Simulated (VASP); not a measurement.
# Si (P1) in VASP: single point with PBEsol

Aim: the single point of Si with PBEsol.

Everything below comes from runs of VASP 6.6.1. Logs are shortened: lines on timing, memory, paths and dates and some standing lists are left out, and cuts for length are marked.

**1. The cell of the first run**

The typed cell holds 4 atoms: a = 5.506 Å, b = 5.382 Å, c = 3.677 Å, α = 71.75°, β = 68.50°, γ = 39.85°.

**2. Single point, PBEsol (atoms moved at random and the cell strained at random)**

INCAR

```
SYSTEM = Si
PREC = Accurate ; ENCUT = 520
EDIFF = 1E-6 ; ISMEAR = 0
SIGMA = 0.1 ; LREAL = .FALSE.
LASPH = .TRUE. ; NELM = 80
ALGO = Normal ; ISIF = 2
LWAVE = .FALSE. ; LCHARG = .FALSE.
GGA = PS ; NBANDS = 16
```

KPOINTS

```
regular mesh
0
G
  10 10 10
  0 0 0
```

POSCAR

```
Si
1.0
   -0.0150639249      2.7377205433      4.7774882314
    2.4910155546     -0.0014783112      4.7704766021
    2.4794804948      2.7149761767      0.0051707058
Si
4
Direct
    0.7382300880      0.2881006437      0.6788765828
    0.2362131749      0.6803903811      0.3603235322
    0.7871173359      0.8060960000      0.1910058893
    0.2384414654      0.2254109110      0.7697919315
```

Potentials or basis: VASP PAW PBE potentials, release 64 (Si).

Launch:

```console
$ cat potpaw_PBE.64/Si/POTCAR > POTCAR
$ mpirun -np 1 vasp_std > vasp.out
```

OUTCAR:

```text
SYSTEM = Si
   PREC = Accurate
   ENCUT = 520
   EDIFF = 1E-6
   ISMEAR = 0
   LREAL = .FALSE.
   LASPH = .TRUE.
   NELM = 80
   ISIF = 2
   GGA = PS

 ion  position               nearest neighbor table
   1  0.738  0.288  0.679-   2 2.31   2 2.42   3 2.57   4 2.64   2 2.77   4 2.91   3 2.95
   2  0.236  0.680  0.360-   3 2.29   1 2.31   1 2.42   4 2.43   1 2.77   3 3.02   4 3.06
   3  0.787  0.806  0.191-   2 2.29   4 2.56   1 2.57   4 2.57   4 2.72   4 2.87   1 2.95   2 3.02

   4  0.238  0.225  0.770-   2 2.43   3 2.56   3 2.57   1 2.64   3 2.72   3 2.87   1 2.91   2 3.06

  Warning from LATTYP: Got some problem with cell dimensions!
  Tried to take original basis but could not verify dimensions!
  LATTYP: Found a triclinic cell.
 ALAT       =     3.7126397462
 B/A-ratio  =     1.3428771705
 C/A-ratio  =     1.4774388271
 COS(alpha) =     0.0041882296
 COS(beta)  =     0.3651639214
 COS(gamma) =     0.6785901448

  Lattice vectors:

 A1 = (   2.5060794795,  -2.7391988545,  -0.0070116293)
 A2 = (   4.9855599743,  -0.0242226778,  -0.0018409235)
 A3 = (   0.0115350598,  -2.7164544879,   4.7653058963)

Analysis of symmetry for initial positions (statically):
=====================================================================
 Subroutine PRICEL returns:
 Original cell was already a primitive cell.

 Routine SETGRP: Setting up the symmetry group for a
 triclinic supercell.

 Subroutine GETGRP returns: Found  1 space group operations
 (whereof  1 operations were pure point group operations)
 out of a pool of  2 trial point group operations.

The static configuration has the point symmetry C_1 .

Analysis of symmetry for dynamics (positions and initial velocities):
=====================================================================
 Subroutine PRICEL returns:
 Original cell was already a primitive cell.

 Routine SETGRP: Setting up the symmetry group for a
 triclinic supercell.

 Subroutine GETGRP returns: Found  1 space group operations
 (whereof  1 operations were pure point group operations)
 out of a pool of  2 trial point group operations.

The dynamic configuration has the point symmetry C_1 .

 Subroutine INISYM returns: Found  1 space group operations
 (whereof  1 operations are pure point group operations),
 and found     1 'primitive' translations

----------------------------------------------------------------------------------------

                                     Primitive cell

[... 96 lines left out ...]
   EDIFFG = 0.1E-04   stopping-criterion for IOM
   NSW    =      0    number of steps for IOM
   IBRION =     -1    ionic relax: 0-MD 1-quasi-New 2-CG
   NFREE  =      0    steps in history (QN), initial steepest desc. (CG)
   ISIF   =      2    stress and relaxation
   ISYM   =      2    0-nonsym 1-usesym 2-fastsym
   POTIM  = 0.5000    time-step for ionic-motion
   TEBEG  =    0.0;   TEEND  =   0.0 temperature during run
   PSTRESS=    0.0 pullay stress
   NELECT =      16.0000    total number of electrons
   NUPDOWN=      -1.0000    fix difference up-down
   EMIN   =  10.00;   EMAX   =-10.00  energy-range for DOS
   EFERMI =   0.00;   METHOD = LEGACY
   ISMEAR =     0;   SIGMA  =   0.10  broadening in eV -4-tet -1-fermi 0-gaus
   EFERMI_NEDOS =   21; number of points for ismear=-14 and -15
   IALGO  =     38    algorithm
   IMIX   =      4    mixing-type and parameters
     AMIX     =   0.40;   BMIX     =  1.00
     AMIX_MAG =   1.60;   BMIX_MAG =  1.00
  volume/ion in A,a.u.               =      16.22       109.44
  Fermi-wavevector in a.u.,A,eV,Ry     =   1.026675  1.940134 14.341366  1.054061
  Thomas-Fermi vector in A             =   2.160580
   LORBIT       =      0    0 simple, 1 ext, 2 COOP (PROOUT), +10 PAW based schemes
   GGA     = PS    functional components
   LHFCALC =     F    Hartree Fock is set to
   AEXX    =    0.0000 exact exchange contribution
   IVDW    =     0    specifies the selected vdW correction
   LEPSILON=     F    determine dielectric tensor
   LRPA    =     F    only Hartree local field effects (RPA)
 non-spin polarized calculation
 Gauss-broadening in eV      SIGMA  =   0.10
  energy-cutoff  :      520.00
  volume of cell :       64.87
 maximum number of plane-waves:      1776
 NGX is ok and might be reduce to    42
   NGX = 21   NGY = 21   NGZ = 13

 number of electron      16.0000000 magnetization

 Free energy of the ion-electron system (eV)
  ---------------------------------------------------
  ext. energy  EPLUGINS =         0.00000000
  ---------------------------------------------------
  free energy    TOTEN  =       -21.69143461 eV

  energy without entropy =      -21.68465088  energy(sigma->0) =      -21.68804274

 E-fermi :   8.3213     XC(G=0): -10.6864

 val. band max:        8.3197159899   @ k =  -0.4000  -0.1000   0.3000
 cond. band min:       8.3235132088   @ k =  -0.1000   0.5000   0.1000
 fundamental gap:      0.0037972189
 Fermi energy:         8.3213316686

 k-point     1 :       0.0000    0.0000    0.0000
  band No.  band energies     occupation
      1      -5.1484      2.00000
      2       0.7300      2.00000
      3       1.8900      2.00000
      4       4.8793      2.00000
      5       5.2959      2.00000
      6       6.1771      2.00000
[... 433 lines left out ...]
      3       0.0544      2.00000
      4       3.0868      2.00000
      5       4.6369      2.00000
      6       6.4715      2.00000
[... 8 lines left out ...]
     15      14.2458      0.00000
     16      14.5535      0.00000

 [... further k-points ...]

------------------------ aborting loop because EDIFF is reached ----------------------------------------

  FORCE on cell =-STRESS in cart. coord.  units (eV):
  Direction    XX          YY          ZZ          XY          YZ          ZX
  --------------------------------------------------------------------------------------
  -------------------------------------------------------------------------------------
  Total       -2.6153951      0.6337014     -0.4765071      0.2282298      0.8986105      0.1939039
  in kB      -64.5954337     15.6512546    -11.7688461      5.6368553     22.1940203      4.7890677
  external PRESSURE =     -20.2376751 kB  Pullay stress =       0.0000000 kB

 VOLUME and BASIS-vectors are now :
 -----------------------------------------------------------------------------
  energy-cutoff  :      520.00
  volume of cell :       64.87
      direct lattice vectors                 reciprocal lattice vectors
    -0.015063925  2.737720543  4.777488231    -0.199655822  0.182139113  0.104311384
     2.491015555 -0.001478311  4.770476602     0.199730938 -0.182606868  0.105271909
     2.479480495  2.714976177  0.005170706     0.201437167  0.184562967 -0.105127918

 POSITION                                       TOTAL-FORCE (eV/Angst)
 -----------------------------------------------------------------------------------
      2.38980      3.86378      4.90477         0.456713      1.298243      0.712531
      2.58472      1.62395      4.37616        -0.406429     -0.334805      1.159471
      2.46974      2.67229      7.60689        -0.115515     -1.226395     -1.060197
      2.46659      2.74242      2.21845         0.065231      0.262957     -0.811806
 -----------------------------------------------------------------------------------
    total drift:                                0.000014     -0.000045     -0.000058

  FREE ENERGIE OF THE ION-ELECTRON SYSTEM (eV)
  ---------------------------------------------------
  free  energy   TOTEN  =       -21.6914346098 eV

  energy  without entropy=      -21.6846508797  energy(sigma->0) =      -21.68804274
```

It took 17 min on 1 thread of Intel Xeon 8259CL, shared host; peak memory 0.48 GiB.

Results:

```yaml
Free_energy: -21.6914 eV
Pressure: -2.0 GPa
Largest_force: 1.625 eV/Å
Band_gap_on_the_k_mesh: zero (bands 8 and 9 overlap by 2.83 eV)
```

Forces in eV/Å, atoms in the order of the input:
```
Si   0.457  1.298  0.713
Si  -0.406 -0.335  1.159
Si  -0.116 -1.226 -1.060
Si   0.065  0.263 -0.812
```

Caveat: the cell differs from its parent crystal (atoms moved at random and the cell strained at random); the stress differs along the axes, from -6 to 2 GPa; the PAW data sets were made with another functional, which shifts forces and pressure a little.
